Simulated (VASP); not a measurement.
# Ca (Im-3m) in VASP: a series of runs

The runs below take Ca through single point, relaxation of cell and atoms, with r2SCAN.

Everything below comes from runs of VASP 6.6.1. Logs are shortened: lines on timing, memory, paths and dates and some standing lists are left out, and cuts for length are marked.

**1. The cell of the first run**

It takes space group Im-3m (No. 229, cubic). The conventional cell has a = 4.424 Å, b = 4.424 Å, c = 4.424 Å, α = 90.00°, β = 90.00°, γ = 90.00°. Within 5.0 Å of Ca (site symmetry m-3m) lie 14 Ca at 3.83 to 4.42 Å.

**2. Single point, r2SCAN**

Contents of POSCAR:

```
Ca
1.0
   -2.2119187314      2.2119187314      2.2119187314
    2.2119187314     -2.2119187314      2.2119187314
    2.2119187314      2.2119187314     -2.2119187314
Ca
1
Direct
    0.0000000000      0.0000000000      0.0000000000
```

Contents of INCAR.step1:

```
SYSTEM = Ca
PREC = Accurate ; ENCUT = 520
ISMEAR = 0 ; SIGMA = 0.1
LREAL = .FALSE. ; LASPH = .TRUE.
NELM = 100 ; NBANDS = 11
GGA = PE ; ALGO = Normal
EDIFF = 1E-4 ; LWAVE = .TRUE.
LCHARG = .FALSE.
```

Contents of INCAR.step2:

```
SYSTEM = Ca
PREC = Accurate ; ENCUT = 520
EDIFF = 1E-6 ; ISMEAR = 0
SIGMA = 0.1 ; LREAL = .FALSE.
LASPH = .TRUE. ; NELM = 100
ALGO = Normal ; ISIF = 2
LWAVE = .FALSE. ; LCHARG = .FALSE.
METAGGA = R2SCAN ; LMIXTAU = .TRUE.
NBANDS = 11 ; ISTART = 1
```

Contents of KPOINTS:

```
regular mesh
0
G
  14 14 14
  0 0 0
```

Potentials or basis: VASP PAW PBE potentials, release 64 (Ca_sv).

On the command line:

```
$ cat potpaw_PBE.64/Ca_sv/POTCAR > POTCAR
$ cp INCAR.step1 INCAR
$ mpirun -np 1 vasp_std > vasp.out
$ cp INCAR.step2 INCAR
$ mpirun -np 1 vasp_std > vasp.out
```

OUTCAR:

```text
SYSTEM = Ca
   PREC = Accurate
   ENCUT = 520
   EDIFF = 1E-6
   ISMEAR = 0
   LREAL = .FALSE.
   LASPH = .TRUE.
   NELM = 100
   ISIF = 2
   METAGGA = R2SCAN
   ISTART = 1

 ion  position               nearest neighbor table
   1  0.000  0.000  0.000-

  LATTYP: Found a body centered cubic cell.
 ALAT       =     4.4238374628

  Lattice vectors:

 A1 = (  -2.2119187314,   2.2119187314,   2.2119187314)
 A2 = (   2.2119187314,  -2.2119187314,   2.2119187314)
 A3 = (   2.2119187314,   2.2119187314,  -2.2119187314)

Analysis of symmetry for initial positions (statically):
=====================================================================
 Subroutine PRICEL returns:
 Original cell was already a primitive cell.

 Routine SETGRP: Setting up the symmetry group for a
 body centered cubic supercell.

 Subroutine GETGRP returns: Found 48 space group operations
 (whereof 48 operations were pure point group operations)
 out of a pool of 48 trial point group operations.

The static configuration has the point symmetry O_h .

Analysis of symmetry for dynamics (positions and initial velocities):
=====================================================================
 Subroutine PRICEL returns:
 Original cell was already a primitive cell.

 Routine SETGRP: Setting up the symmetry group for a
 body centered cubic supercell.

 Subroutine GETGRP returns: Found 48 space group operations
 (whereof 48 operations were pure point group operations)
 out of a pool of 48 trial point group operations.

The dynamic configuration has the point symmetry O_h .

 Subroutine INISYM returns: Found 48 space group operations
 (whereof 48 operations are pure point group operations),
 and found     1 'primitive' translations

----------------------------------------------------------------------------------------

                                     Primitive cell

  volume of cell :      43.2880

  direct lattice vectors                    reciprocal lattice vectors
    -2.211918731  2.211918731  2.211918731     0.000000000  0.226048088  0.226048088
     2.211918731 -2.211918731  2.211918731     0.226048088  0.000000000  0.226048088
     2.211918731  2.211918731 -2.211918731     0.226048088  0.226048088  0.000000000

  length of vectors
     3.831155625  3.831155625  3.831155625     0.319680272  0.319680272  0.319680272

  position of ions in fractional coordinates (direct lattice)
     0.000000000  0.000000000  0.000000000

  ion indices of the primitive-cell ions
   primitive index   ion index
                 1           1

----------------------------------------------------------------------------------------

 KPOINTS: regular mesh

Automatic generation of k-mesh.
 Grid dimensions read from file:
 generate k-points for:   14   14   14

 Generating k-lattice:

  Cartesian coordinates                     Fractional coordinates (reciprocal lattice)
     0.000000000  0.016146292  0.016146292     0.071428571  0.000000000  0.000000000
     0.016146292  0.000000000  0.016146292     0.000000000  0.071428571  0.000000000
     0.016146292  0.016146292  0.000000000     0.000000000  0.000000000  0.071428571

  Length of vectors
     0.022834305  0.022834305  0.022834305

  Shift w.r.t. Gamma in fractional coordinates (k-lattice)
     0.000000000  0.000000000  0.000000000

 Subroutine IBZKPT returns following result:
 ===========================================

 Found    104 irreducible k-points:

 Following reciprocal coordinates:
            Coordinates               Weight
  0.000000  0.000000  0.000000      1.000000
  0.071429  0.000000  0.000000     12.000000
  0.142857  0.000000  0.000000     12.000000
  0.214286  0.000000  0.000000     12.000000
  0.285714  0.000000  0.000000     12.000000
  0.357143  0.000000  0.000000     12.000000
[... 16 lines left out ...]
  0.285714  0.285714  0.000000     24.000000
  0.357143  0.285714  0.000000     24.000000
 [... further k-points ...]
   k-points           NKPTS =    104   k-points in BZ     NKDIM =    104   number of bands    NBANDS=     11
   number of dos      NEDOS =    301   number of ions     NIONS =      1
   total plane-waves  NPLWV =  21952
   dimension x,y,z NGX =    28 NGY =   28 NGZ =   28
   dimension x,y,z NGXF=    56 NGYF=   56 NGZF=   56
   ions per type =               1
   NGX,Y,Z   is equivalent  to a cutoff of  12.15, 12.15, 12.15 a.u.
   NGXF,Y,Z  is equivalent  to a cutoff of  24.30, 24.30, 24.30 a.u.
 SYSTEM =  Ca
   PREC   = accura    normal or accurate (medium, high low for compatibility)
   ISTART =      1    job   : 0-new  1-cont  2-samecut
   ICHARG =      0    charge: 1-file 2-atom 10-const
   ISPIN  =      1    spin polarized calculation?
   LNONCOLLINEAR =      F non collinear calculations
   LSORBIT =      F    spin-orbit coupling
   LASPH  =      T    aspherical Exc in radial PAW
   ENCUT  =  520.0 eV  38.22 Ry    6.18 a.u.   7.12  7.12  7.12*2*pi/ulx,y,z
   NELM   =    100;   NELMIN=  2; NELMDL=  0     # of ELM steps
   EDIFF  = 0.1E-05   stopping-criterion for ELM
   LREAL  =      F    real-space projection
   EDIFFG = 0.1E-04   stopping-criterion for IOM
   NSW    =      0    number of steps for IOM
   IBRION =     -1    ionic relax: 0-MD 1-quasi-New 2-CG
   NFREE  =      0    steps in history (QN), initial steepest desc. (CG)
   ISIF   =      2    stress and relaxation
   ISYM   =      2    0-nonsym 1-usesym 2-fastsym
   POTIM  = 0.5000    time-step for ionic-motion
   TEBEG  =    0.0;   TEEND  =   0.0 temperature during run
   PSTRESS=    0.0 pullay stress
   NELECT =      10.0000    total number of electrons
   NUPDOWN=      -1.0000    fix difference up-down
   EMIN   =  10.00;   EMAX   =-10.00  energy-range for DOS
   EFERMI =   0.00;   METHOD = LEGACY
   ISMEAR =     0;   SIGMA  =   0.10  broadening in eV -4-tet -1-fermi 0-gaus
   EFERMI_NEDOS =   21; number of points for ismear=-14 and -15
   IALGO  =     38    algorithm
   IMIX   =      4    mixing-type and parameters
     AMIX     =   0.40;   BMIX     =  1.00
     AMIX_MAG =   1.60;   BMIX_MAG =  1.00
  volume/ion in A,a.u.               =      43.29       292.12
  Fermi-wavevector in a.u.,A,eV,Ry     =   1.004506  1.898240 13.728705  1.009031
  Thomas-Fermi vector in A             =   2.137126
   LORBIT       =      0    0 simple, 1 ext, 2 COOP (PROOUT), +10 PAW based schemes
   METAGGA = R2SCAN    functional components
   LHFCALC =     F    Hartree Fock is set to
   AEXX    =    0.0000 exact exchange contribution
   IVDW    =     0    specifies the selected vdW correction
   LEPSILON=     F    determine dielectric tensor
   LRPA    =     F    only Hartree local field effects (RPA)
 non-spin polarized calculation
 Gauss-broadening in eV      SIGMA  =   0.10
  energy-cutoff  :      520.00
  volume of cell :       43.29
 maximum number of plane-waves:      1189
   NGX = 15   NGY = 15   NGZ = 15

 number of electron       9.9999999 magnetization

 Free energy of the ion-electron system (eV)
  ---------------------------------------------------
  ext. energy  EPLUGINS =         0.00000000
  ---------------------------------------------------
  free energy    TOTEN  =        -7.01916471 eV

  energy without entropy =       -7.01165638  energy(sigma->0) =       -7.01541054

 E-fermi :   1.9445     XC(G=0):  -8.1357

 val. band max:        1.9440573480   @ k =   0.3571   0.1429   0.1429
 cond. band min:       1.9619139190   @ k =   0.3571   0.2143   0.0714
 fundamental gap:      0.0178565710
 Fermi energy:         1.9444700908

 k-point     1 :       0.0000    0.0000    0.0000
  band No.  band energies     occupation
      1     -41.9518      2.00000
      2     -21.9805      2.00000
      3     -21.9804      2.00000
      4     -21.9804      2.00000
      5      -2.3392      2.00000
      6       4.5713      0.00000
      7       4.5713      0.00000
      8       4.5714      0.00000
      9       5.6410      0.00000
     10       5.6410      0.00000
     11      12.5880      0.00000

 k-point     2 :       0.0714    0.0000    0.0000
  band No.  band energies     occupation
      1     -41.9511      2.00000
      2     -21.9873      2.00000
      3     -21.9827      2.00000
      4     -21.9804      2.00000
      5      -2.2434      2.00000
      6       4.5088      0.00000
      7       4.5308      0.00000
      8       4.6420      0.00000
      9       5.5665      0.00000
     10       5.6416      0.00000
     11      12.4528      0.00000

 k-point     3 :       0.1429    0.0000    0.0000
  band No.  band energies     occupation
      1     -41.9492      2.00000
      2     -22.0063      2.00000
      3     -21.9890      2.00000
      4     -21.9804      2.00000
      5      -1.9604      2.00000
      6       4.3420      0.00000
      7       4.3503      0.00000
      8       4.8501      0.00000
      9       5.4463      0.00000
     10       5.6498      0.00000
     11      11.8598      0.00000

 k-point     4 :       0.2143    0.0000    0.0000
  band No.  band energies     occupation
      1     -41.9464      2.00000
      2     -22.0336      2.00000
      3     -21.9980      2.00000
      4     -21.9804      2.00000
      5      -1.5043      2.00000
      6       3.9667      0.00000
      7       4.1197      0.00000
      8       5.1827      0.00000
      9       5.4283      0.00000
     10       5.6785      0.00000
     11      10.7719      0.00000
[... 239 lines left out ...]
 k-point    22 :       0.3571    0.2143   -0.0000
  band No.  band energies     occupation
      1     -41.9368      2.00000
      2     -22.0959      2.00000
      3     -22.0447      2.00000
      4     -21.9943      2.00000
      5       1.4187      2.00000
      6       2.1213      0.01239
      7       3.1394      0.00000
      8       5.5344      0.00000
      9       5.8922      0.00000
     10       7.0037      0.00000
     11       7.3232      0.00000

 k-point    23 :       0.2857    0.2857    0.0000
  band No.  band energies     occupation
      1     -41.9366      2.00000
      2     -22.0885      2.00000
      3     -22.0523      2.00000
      4     -21.9962      2.00000
      5       1.3901      2.00000
      6       2.4076      0.00000
      7       2.9171      0.00000
      8       5.6169      0.00000
      9       5.8240      0.00000
     10       7.0958      0.00000
     11       7.2385      0.00000

 k-point    24 :       0.3571    0.2857    0.0000
  band No.  band energies     occupation
      1     -41.9362      2.00000
      2     -22.0832      2.00000
      3     -22.0624      2.00000
      4     -21.9969      2.00000
      5       2.0174      0.30243
      6       2.0187      0.29374
      7       2.7245      0.00000
      8       5.6749      0.00000
      9       5.8312      0.00000
     10       6.9642      0.00000
     11       7.3955      0.00000

 [... further k-points ...]
[... 5 lines left out ...]
  --------------------------------------------------------------------------------------
  -------------------------------------------------------------------------------------
  Total        0.0186976      0.0186976      0.0186976     -0.0000000      0.0000000      0.0000000
  in kB        0.6920360      0.6920360      0.6920360     -0.0000000      0.0000000      0.0000000
  external PRESSURE =       0.6920360 kB  Pullay stress =       0.0000000 kB

 VOLUME and BASIS-vectors are now :
 -----------------------------------------------------------------------------
  energy-cutoff  :      520.00
  volume of cell :       43.29
      direct lattice vectors                 reciprocal lattice vectors
    -2.211918731  2.211918731  2.211918731     0.000000000  0.226048088  0.226048088
     2.211918731 -2.211918731  2.211918731     0.226048088  0.000000000  0.226048088
     2.211918731  2.211918731 -2.211918731     0.226048088  0.226048088  0.000000000

 POSITION                                       TOTAL-FORCE (eV/Angst)
 -----------------------------------------------------------------------------------
      0.00000      0.00000      0.00000         0.000000      0.000000      0.000000
 -----------------------------------------------------------------------------------
    total drift:                               -0.000000     -0.000000     -0.000000

  FREE ENERGIE OF THE ION-ELECTRON SYSTEM (eV)
  ---------------------------------------------------
  free  energy   TOTEN  =        -7.0191647097 eV

  energy  without entropy=       -7.0116563777  energy(sigma->0) =       -7.01541054
```

Run time: 55 s. Hardware: 1 thread of Intel Xeon 6975P-C (Granite Rapids), shared host; peak memory 0.19 GiB.

Results:

* Free energy: -7.0192 eV
* Pressure: 0.1 GPa
* Band gap on the k mesh: zero (band 5 reaches 2.20 eV, above the bottom of band 6 at 1.79 eV)

Caveat: the PAW data sets were made with another functional, which shifts forces and pressure a little.

**3. Relaxation of cell and atoms, r2SCAN**

This run uses another cell than the first one, of 44.96 Å³/atom, 1.039 times its volume.

Contents of POSCAR:

```
Ca
1.0
   -2.2400000000      2.2400000000      2.2400000000
    2.2400000000     -2.2400000000      2.2400000000
    2.2400000000      2.2400000000     -2.2400000000
Ca
1
Direct
    0.0000000000      0.0000000000      0.0000000000
```

Contents of INCAR.step1:

```
ALGO = Normal
EDIFF = 1E-4
ENCUT = 600
GGA = PE
ISMEAR = 0
LASPH = True
LCHARG = False
LREAL = False
LWAVE = True
NELM = 100
PREC = Accurate
SIGMA = 0.1
```

Contents of INCAR.step2:

```
ALGO = Normal
EDIFF = 1E-7
EDIFFG = -0.005
ENCUT = 600
IBRION = 2
ISIF = 3
ISMEAR = 0
ISTART = 1
LASPH = True
LCHARG = False
LMIXTAU = True
LREAL = False
LWAVE = False
METAGGA = R2SCAN
NELM = 100
NSW = 100
PREC = Accurate
SIGMA = 0.1
```

Contents of KPOINTS:

```
k-points
0
Gamma
  14 14 14
```

Potentials or basis: VASP PAW PBE potentials, release 64 (Ca_sv).

On the command line:

```
$ cat potpaw_PBE.64/Ca_sv/POTCAR > POTCAR
$ cp INCAR.step1 INCAR
$ mpirun -np 1 vasp_std > vasp.out
$ cp INCAR.step2 INCAR
$ mpirun -np 1 vasp_std > vasp.out
```

Run time: 3.1 min. Hardware: 1 thread of Intel Xeon 6975P-C (Granite Rapids), shared host; peak memory 0.23 GiB.

Results (log left out):

```
Free energy                            : -7.0210 eV
Relaxed volume                         : 43.53 Å³/atom
Relaxed cell                           : a = 3.838 Å, b = 3.838 Å, c = 3.838 Å, α = 109.47°, β = 109.47°, γ = 109.47°
Space group after relaxing (to 0.05 Å) : Im-3m (No. 229)
Energy gained by relaxing              : 2.6 meV/atom
Ionic steps                            : 3
Pressure after relaxing                : 0.0 GPa
Band gap on the k mesh                 : zero (band 5 reaches 2.18 eV, above the bottom of band 6 at 1.76 eV)
```

Step by step:
| step | energy change (eV) | largest force (eV/Å) | pressure (GPa) | volume (Å³) |
| --- | --- | --- | --- | --- |
| 1 | 0.0000 | 0.0000 | -0.55 | 44.96 |
| 2 | -0.0023 | 0.0000 | -0.18 | 43.95 |
| 3 | -0.0026 | 0.0000 | -0.01 | 43.53 |

Final structure:
```yaml
crystal:
  lattice:
    - [-2.21598, 2.21598, 2.21598]
    - [2.21598, -2.21598, 2.21598]
    - [2.21598, 2.21598, -2.21598]
  atoms:
    - { symbol: Ca, position: [0.00000, 0.00000, 0.00000] }
```

Levels at points of the mesh, in eV from the Fermi level:
```
           k point  band 1  band 2  band 3  band 4  band 5  band 6  band 7  band 8  band 9
(0.00, 0.00, 0.00)  -43.91  -23.94  -23.94  -23.94   -4.27    2.62    2.62    2.62    3.68
(0.50, 0.00, 0.00)  -43.89  -24.07  -23.98  -23.94   -0.85   -0.16    1.60    3.59    3.97
(0.50, 0.50, 0.50)  -43.88  -24.03  -24.03  -24.03    0.17    0.17    4.05    4.05    4.05
```

Caveat: the PAW data sets were made with another functional, which shifts forces and pressure a little.
